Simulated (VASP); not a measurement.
# KCl (Fm-3m) in VASP: G0W0 quasiparticle levels with PBE

Aim: the G0W0 quasiparticle levels of KCl with PBE.

Everything below comes from runs of VASP 6.6.1. Logs are shortened: lines on timing, memory, paths and dates and some standing lists are left out, and cuts for length are marked.

## 1. The cell of the first run

It takes space group Fm-3m (No. 225, cubic). The conventional cell has a = 6.290 Å, b = 6.290 Å, c = 6.290 Å, α = 90.00°, β = 90.00°, γ = 90.00°. Within 4.1 Å of K (site symmetry m-3m) lie 6 Cl at 3.14 Å. Cl (site symmetry m-3m) has 6 K at 3.14 Å within 4.1 Å.

## 2. G0W0 quasiparticle levels, PBE

POSCAR

```
KCl
1.0
    0.0000000000      3.1448483113      3.1448483113
    3.1448483113      0.0000000000      3.1448483113
    3.1448483113      3.1448483113      0.0000000000
K Cl
1 1
Direct
    0.0000000000      0.0000000000      0.0000000000
    0.5000000000      0.5000000000      0.5000000000
```

INCAR.step1

```
PREC = Accurate
ENCUT = 500
EDIFF = 1E-8
ISMEAR = 0
SIGMA = 0.01
LREAL = False
LASPH = True
NELM = 60
ALGO = Normal
LWAVE = True
LCHARG = False
GGA = PE
```

INCAR.step2

```
PREC = Accurate
ENCUT = 500
EDIFF = 1E-8
ISMEAR = 0
SIGMA = 0.01
LREAL = False
LASPH = True
NELM = 1
ALGO = Exact
LWAVE = True
LCHARG = False
GGA = PE
NBANDS = 149
LOPTICS = True
ISTART = 1
```

INCAR.step3

```
PREC = Accurate
ENCUT = 500
EDIFF = 1E-8
ISMEAR = 0
SIGMA = 0.01
LREAL = False
LASPH = True
ALGO = EVGW0
LWAVE = False
LCHARG = False
GGA = PE
NELMGW = 1
NBANDS = 149
ENCUTGW = 100.0
NOMEGA = 96
PRECFOCK = Fast
ISTART = 1
NBANDSGW = 16
OMEGAMAX = 20
```

KPOINTS

```
regular mesh
0
Gamma
  4 4 4
```

Potentials or basis: VASP PAW PBE potentials, release 64 (K_sv_GW, Cl_GW).

The run is started by

```console
$ cat potpaw_PBE.64/K_sv_GW/POTCAR potpaw_PBE.64/Cl_GW/POTCAR > POTCAR
$ cp INCAR.step1 INCAR
$ mpirun -np 1 vasp_std > vasp.out
$ cp INCAR.step2 INCAR
$ mpirun -np 1 vasp_std > vasp.out
$ cp INCAR.step3 INCAR
$ mpirun -np 1 vasp_std > vasp.out
```

OUTCAR:

```text
PREC = Accurate
   ENCUT = 500
   EDIFF = 1E-8
   ISMEAR = 0
   LREAL = False
   LASPH = True
   GGA = PE
   NELMGW = 1
   ENCUTGW = 100.0
   PRECFOCK = Fast
   ISTART = 1

 ion  position               nearest neighbor table
   1  0.000  0.000  0.000-
   2  0.500  0.500  0.500-

  LATTYP: Found a face centered cubic cell.
 ALAT       =     6.2896966226

  Lattice vectors:

 A1 = (   0.0000000000,   3.1448483113,   3.1448483113)
 A2 = (   3.1448483113,   0.0000000000,   3.1448483113)
 A3 = (   3.1448483113,   3.1448483113,   0.0000000000)

Analysis of symmetry for initial positions (statically):
=====================================================================
 Subroutine PRICEL returns:
 Original cell was already a primitive cell.

 Routine SETGRP: Setting up the symmetry group for a
 face centered cubic supercell.

 Subroutine GETGRP returns: Found 48 space group operations
 (whereof 48 operations were pure point group operations)
 out of a pool of 48 trial point group operations.

The static configuration has the point symmetry O_h .

Analysis of symmetry for dynamics (positions and initial velocities):
=====================================================================
 Subroutine PRICEL returns:
 Original cell was already a primitive cell.

 Routine SETGRP: Setting up the symmetry group for a
 face centered cubic supercell.

 Subroutine GETGRP returns: Found 48 space group operations
 (whereof 48 operations were pure point group operations)
 out of a pool of 48 trial point group operations.

The dynamic configuration has the point symmetry O_h .

 Subroutine INISYM returns: Found 48 space group operations
 (whereof 48 operations are pure point group operations),
 and found     1 'primitive' translations

----------------------------------------------------------------------------------------

                                     Primitive cell

  volume of cell :      62.2055

  direct lattice vectors                    reciprocal lattice vectors
     0.000000000  3.144848311  3.144848311    -0.158990180  0.158990180  0.158990180
     3.144848311  0.000000000  3.144848311     0.158990180 -0.158990180  0.158990180
     3.144848311  3.144848311  0.000000000     0.158990180  0.158990180 -0.158990180

  length of vectors
     4.447487133  4.447487133  4.447487133     0.275379070  0.275379070  0.275379070

  position of ions in fractional coordinates (direct lattice)
     0.000000000  0.000000000  0.000000000
     0.500000000  0.500000000  0.500000000

  ion indices of the primitive-cell ions
   primitive index   ion index
                 1           1
                 2           2

----------------------------------------------------------------------------------------

 KPOINTS: regular mesh

Automatic generation of k-mesh.
 Grid dimensions read from file:
 generate k-points for:    4    4    4

 Generating k-lattice:

  Cartesian coordinates                     Fractional coordinates (reciprocal lattice)
    -0.039747545  0.039747545  0.039747545     0.250000000  0.000000000  0.000000000
     0.039747545 -0.039747545  0.039747545     0.000000000  0.250000000  0.000000000
     0.039747545  0.039747545 -0.039747545     0.000000000  0.000000000  0.250000000

  Length of vectors
     0.068844768  0.068844768  0.068844768

  Shift w.r.t. Gamma in fractional coordinates (k-lattice)
     0.000000000  0.000000000  0.000000000

 Subroutine IBZKPT returns following result:
 ===========================================

 Found      8 irreducible k-points:

 Following reciprocal coordinates:
            Coordinates               Weight
  0.000000  0.000000  0.000000      1.000000
  0.250000  0.000000  0.000000      8.000000
  0.500000  0.000000  0.000000      4.000000
  0.250000  0.250000  0.000000      6.000000
  0.500000  0.250000  0.000000     24.000000
 -0.250000  0.250000  0.000000     12.000000
  0.500000  0.500000  0.000000      3.000000
 -0.250000  0.500000  0.250000      6.000000
   k-points           NKPTS =      8   k-points in BZ     NKDIM =     64   number of bands    NBANDS=    149
   number of dos      NEDOS =    301   number of ions     NIONS =      2
   total plane-waves  NPLWV =  32768
   dimension x,y,z NGX =    32 NGY =   32 NGZ =   32
   dimension x,y,z NGXF=    64 NGYF=   64 NGZF=   64
   ions per type =               1   1
   NGX,Y,Z   is equivalent  to a cutoff of  11.96, 11.96, 11.96 a.u.
   NGXF,Y,Z  is equivalent  to a cutoff of  23.92, 23.92, 23.92 a.u.
 SYSTEM =  unknown system
   PREC   = accura    normal or accurate (medium, high low for compatibility)
   ISTART =      1    job   : 0-new  1-cont  2-samecut
   ICHARG =      0    charge: 1-file 2-atom 10-const
   ISPIN  =      1    spin polarized calculation?
   LNONCOLLINEAR =      F non collinear calculations
   LSORBIT =      F    spin-orbit coupling
   LASPH  =      T    aspherical Exc in radial PAW
   ENCUT  =  500.0 eV  36.75 Ry    6.06 a.u.   8.11  8.11  8.11*2*pi/ulx,y,z
   NELM   =     60;   NELMIN=  2; NELMDL=  0     # of ELM steps
   EDIFF  = 0.1E-07   stopping-criterion for ELM
   LREAL  =      F    real-space projection
   EDIFFG = 0.1E-06   stopping-criterion for IOM
   NSW    =      0    number of steps for IOM
   IBRION =     -1    ionic relax: 0-MD 1-quasi-New 2-CG
   NFREE  =      0    steps in history (QN), initial steepest desc. (CG)
   ISIF   =      0    stress and relaxation
   ISYM   =      3    0-nonsym 1-usesym 2-fastsym
   POTIM  = 0.5000    time-step for ionic-motion
   TEBEG  =    0.0;   TEEND  =   0.0 temperature during run
   PSTRESS=    0.0 pullay stress
   NELECT =      16.0000    total number of electrons
   NUPDOWN=      -1.0000    fix difference up-down
   EMIN   =  10.00;   EMAX   =-10.00  energy-range for DOS
   EFERMI =   0.00;   METHOD = LEGACY
   ISMEAR =     0;   SIGMA  =   0.01  broadening in eV -4-tet -1-fermi 0-gaus
   EFERMI_NEDOS =   21; number of points for ismear=-14 and -15
   IALGO  =     38    algorithm
   IMIX   =      4    mixing-type and parameters
     AMIX     =   0.40;   BMIX     =  1.00
     AMIX_MAG =   1.60;   BMIX_MAG =  1.00
  volume/ion in A,a.u.               =      31.10       209.89
  Fermi-wavevector in a.u.,A,eV,Ry     =   1.041130  1.967451 14.748069  1.083952
  Thomas-Fermi vector in A             =   2.175737
   LORBIT       =      0    0 simple, 1 ext, 2 COOP (PROOUT), +10 PAW based schemes
   GGA     = PE    functional components
   LHFCALC =     T    Hartree Fock is set to
   PRECFOCK=fast      Normal, Fast or Accurate (Low or Medium for compatibility)
   ENCUT4O =  -1.0   cutoff for four orbital integrals eV
   NKREDX  =     1    reduce k-point grid by
   NKREDY  =     1    reduce k-point grid by
   NKREDZ  =     1    reduce k-point grid by
   AEXX    =    1.0000 exact exchange contribution
   HFSCREEN=    0.0000 screening length (either q_TF or 0.3 A-1)
   HFSCREENC=   0.0000 screening length for correlation (either q_TF or 0.3 A-1)
   ENCUTFOCK=  -1.0 apply spherical cutoff to Coloumb kernel
   IVDW    =     0    specifies the selected vdW correction
   LEPSILON=     F    determine dielectric tensor
   LRPA    =     F    only Hartree local field effects (RPA)
   LRPAFORCE           =     F    calculate RPA forces
   ENCUTGW             = 100.0    cutoff for response function in eV
   ENCUTGWSOFT         =  80.0    soft cutoff for Coulomb kernel in GW response function in eV
   ENCUTLF             =  -1.0    cutoff for local field effects
   NELMGW              =     1    number of iterations in solving QP/BSE equation
   NELMHF              =     1    number of iterations in the inner HF iteration
   NKREDLFX            =     1    NKREDLFY  =   1   NKREDLFZ  =   1
 non-spin polarized calculation
 Gauss-broadening in eV      SIGMA  =   0.01
  energy-cutoff  :      500.00
  volume of cell :       62.21
 maximum number of plane-waves:      1604
  NGX = 18; NGY = 18; NGZ = 18
   NGX = 17   NGY = 17   NGZ = 17
 maximum number of plane-waves:       150
 NGX is ok and might be reduce to    18

 QP shifts <psi_nk| G(iteration)W_0 |psi_nk>: iteration 1
 for sc-GW calculations column KS-energies equals QP-energies in previous step
 and V_xc(KS)=  KS-energies - (<T + V_ion + V_H > + <T+V_H+V_ion>^1  + <V_x>^1)

 k-point   1 :       0.0000    0.0000    0.0000
  band No.  KS-energies  QP-energies   sigma(KS)   V_xc(KS)     V^pw_x(r,r')   Z            occupation Imag(sigma)

      1     -27.8198     -29.7414     -21.6147     -18.5123     -30.7364       0.6194       2.0000       0.4043
      2     -12.7530     -14.2886     -17.1475     -15.1911     -24.3594       0.7849       2.0000       1.2449
      3     -11.2805     -14.3848     -21.6480     -17.8350     -24.6921       0.8141       2.0000       0.0612
      4     -11.2805     -14.3848     -21.6480     -17.8350     -24.6921       0.8141       2.0000       0.0612
      5     -11.2805     -14.3848     -21.6480     -17.8350     -24.6921       0.8141       2.0000       0.0612
      6      -0.6321      -2.5399     -16.5857     -14.1932     -18.6387       0.7974       2.0000       0.0414
[... 8 lines left out ...]
     15      12.3438      12.5197      -4.0687      -4.2869      -0.6811       0.8059       0.0000      -0.1189
     16      15.3706      18.4993      -9.9390     -13.8477      -6.0417       0.8004       0.0000      -0.1102

 k-point   2 :       0.2500    0.0000    0.0000
  band No.  KS-energies  QP-energies   sigma(KS)   V_xc(KS)     V^pw_x(r,r')   Z            occupation Imag(sigma)

      1     -27.8145     -29.7339     -21.6196     -18.5217     -30.7442       0.6196       2.0000       0.3985
      2     -12.8521     -14.5478     -17.4200     -15.2561     -24.2996       0.7836       2.0000       1.1508
      3     -11.2852     -14.3870     -21.6367     -17.8256     -24.6785       0.8139       2.0000       0.0594
      4     -11.2852     -14.3870     -21.6367     -17.8256     -24.6785       0.8139       2.0000       0.0594
      5     -11.1546     -14.0347     -21.3825     -17.7980     -24.7510       0.8035       2.0000       0.1293
      6      -1.2194      -3.2409     -15.6678     -13.1321     -17.6941       0.7972       2.0000       0.0443
[... 8 lines left out ...]
     15      12.8649      15.1317      -8.1505     -10.8998      -4.5445       0.8245       0.0000      -0.0786
     16      13.6460      16.0772      -8.6930     -11.6564      -5.0034       0.8204       0.0000      -0.0799

 k-point   3 :       0.5000    0.0000    0.0000
  band No.  KS-energies  QP-energies   sigma(KS)   V_xc(KS)     V^pw_x(r,r')   Z            occupation Imag(sigma)

      1     -27.8091     -29.7242     -21.6246     -18.5312     -30.7521       0.6191       2.0000       0.3928
      2     -12.9387     -14.7323     -17.6072     -15.2914     -24.2485       0.7745       2.0000       1.0813
      3     -11.2898     -14.3887     -21.6256     -17.8165     -24.6651       0.8135       2.0000       0.0573
      4     -11.2898     -14.3887     -21.6256     -17.8165     -24.6651       0.8135       2.0000       0.0573
      5     -11.0402     -13.7379     -21.2079     -17.7934     -24.8030       0.7901       2.0000       0.1703
      6      -1.6870      -3.8093     -15.1660     -12.4994     -17.2329       0.7959       2.0000       0.0490
[... 8 lines left out ...]
     15      11.3262      14.3897      -9.8557     -13.5911      -6.3189       0.8201       0.0000      -0.0594
     16      11.3262      14.3897      -9.8557     -13.5911      -6.3189       0.8201       0.0000      -0.0594

 k-point   4 :       0.2500    0.2500    0.0000
  band No.  KS-energies  QP-energies   sigma(KS)   V_xc(KS)     V^pw_x(r,r')   Z            occupation Imag(sigma)

      1     -27.8128     -29.7325     -21.6216     -18.5247     -30.7467       0.6199       2.0000       0.3987
      2     -12.8003     -14.4670     -17.3728     -15.2721     -24.3344       0.7934       2.0000       1.1802
      3     -11.3083     -14.4092     -21.5954     -17.7763     -24.6422       0.8119       2.0000       0.0646
      4     -11.3083     -14.4092     -21.5954     -17.7763     -24.6422       0.8119       2.0000       0.0646
      5     -11.2043     -14.1425     -21.4176     -17.7774     -24.7069       0.8071       2.0000       0.1121
      6      -1.2636      -3.2922     -15.6991     -13.1522     -17.7501       0.7965       2.0000       0.0451
[... 8 lines left out ...]
     15      12.2971      14.5493      -8.6515     -11.3994      -5.0405       0.8196       0.0000      -0.0615
     16      13.2872      15.5306      -8.3066     -11.0291      -4.7086       0.8240       0.0000      -0.0799
[... 24 lines left out ...]
      1     -27.8092     -29.7243     -21.6249     -18.5310     -30.7519       0.6190       2.0000       0.3948
      2     -12.8606     -14.6309     -17.5232     -15.3063     -24.3013       0.7985       2.0000       1.1273
      3     -11.3439     -14.4358     -21.5234     -17.6966     -24.5736       0.8080       2.0000       0.0687
      4     -11.2901     -14.3898     -21.6253     -17.8153     -24.6646       0.8136       2.0000       0.0574
      5     -11.1153     -13.9207     -21.3001     -17.7880     -24.7658       0.7988       2.0000       0.1462
      6      -1.4479      -3.5198     -15.4723     -12.8704     -17.5313       0.7963       2.0000       0.0465
[... 8 lines left out ...]
     15      11.2793      13.7049      -8.8099     -11.7559      -5.2622       0.8233       0.0000      -0.0626
     16      12.1779      14.2532      -8.4358     -10.9463      -4.9375       0.8267       0.0000      -0.0582

 k-point   7 :       0.5000    0.5000    0.0000
  band No.  KS-energies  QP-energies   sigma(KS)   V_xc(KS)     V^pw_x(r,r')   Z            occupation Imag(sigma)

      1     -27.8060     -29.7248     -21.6292     -18.5366     -30.7565       0.6204       2.0000       0.3972
      2     -12.6535     -14.2289     -17.2353     -15.3397     -24.4611       0.8311       2.0000       1.2636
      3     -11.4233     -14.5202     -21.3627     -17.5165     -24.4210       0.8052       2.0000       0.0779
      4     -11.3365     -14.4320     -21.5433     -17.7167     -24.5927       0.8089       2.0000       0.0677
      5     -11.3365     -14.4320     -21.5433     -17.7167     -24.5927       0.8089       2.0000       0.0677
      6      -1.2907      -3.3552     -15.8960     -13.3091     -17.9851       0.7981       2.0000       0.0449
[... 8 lines left out ...]
     15      10.9853      13.9394      -9.0500     -12.6199      -5.6068       0.8275       0.0000      -0.0528
     16      13.2993      14.2573      -6.8985      -8.1014      -3.1007       0.7964       0.0000      -0.1440

 k-point   8 :      -0.2500    0.5000    0.2500
  band No.  KS-energies  QP-energies   sigma(KS)   V_xc(KS)     V^pw_x(r,r')   Z            occupation Imag(sigma)

      1     -27.8059     -29.7247     -21.6288     -18.5368     -30.7567       0.6206       2.0000       0.3951
      2     -12.7493     -14.4698     -17.4284     -15.3536     -24.3903       0.8292       2.0000       1.1882
      3     -11.3798     -14.4717     -21.4520     -17.6165     -24.5060       0.8061       2.0000       0.0728
      4     -11.3798     -14.4717     -21.4520     -17.6165     -24.5060       0.8061       2.0000       0.0728
      5     -11.1915     -14.1224     -21.4432     -17.8064     -24.7347       0.8059       2.0000       0.1111
      6      -1.1196      -3.1201     -15.9722     -13.4569     -18.0411       0.7954       2.0000       0.0448
[... 8 lines left out ...]
     15      11.3432      13.0108      -7.7287      -9.7275      -4.3528       0.8343       0.0000      -0.0575
     16      12.0930      14.0290      -7.9991     -10.3813      -4.4002       0.8127       0.0000      -0.0839
```

Wall time 2.5 min (1 thread of Intel Xeon 6975P-C (Granite Rapids), shared host); peak memory 0.64 GiB.

What came out:

```
Quasiparticle gap                                   : 7.83 eV
Least direct quasiparticle gap                      : 7.83 eV
Band gap of the starting levels on the mesh         : 5.19 eV
Least direct gap of the starting levels on the mesh : 5.19 eV
```

Caveat: the k points lie up to 0.43 Å⁻¹ apart; bands, screening cutoff and mesh are small and nothing is extrapolated, so the quasiparticle values aren't converged.
